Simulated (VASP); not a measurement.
Here is a VASP 6.6.1 calculation.

File INCAR:

```
SYSTEM = Tc
ALGO = Normal
EDIFF = 1E-6
ENCUT = 560
GGA = PE
GGA_COMPAT = .False.
ISIF = 2
ISMEAR = -1
LASPH = .True.
LCHARG = .False.
LREAL = .False.
LWAVE = .False.
NBANDS = 38
NELM = 120
PREC = Accurate
SIGMA = 0.05
```

KPOINTS

```
k-points
0
Gamma
  11 11 3
  0 0 0
```

File POSCAR:

```
Tc
1.0
    2.6834343898      0.0000000000      0.0000000000
   -1.3417171949      2.3239223509      0.0000000000
    0.0000000000      0.0000000000      8.5906610552
Tc
4
Direct
    0.6666666667      0.3333333333      0.7500000000
    0.0000000000      0.0000000000      0.5000000000
    0.3333333333      0.6666666667      0.2500000000
    0.0000000000      0.0000000000      0.0000000000
```

Potentials or basis: VASP PAW PBE potentials, release 64 (Tc_sv).

Command:

```sh
$ cat potpaw_PBE.64/Tc_sv/POTCAR > POTCAR
$ mpirun -np 1 vasp_std > vasp.out
```

Problem. Predict the band gap on the k mesh.

Solution. Zero (bands 30 and 31 overlap by 3.28 eV).

Problem. What does it give for the pressure?

Solution. 25.9 GPa.

Stress tensor (GPa, compression positive):
```
25.18  0.00  0.00
 0.00 25.18  0.00
 0.00  0.00 27.41
```

Caveat: the cell stands under pressure.
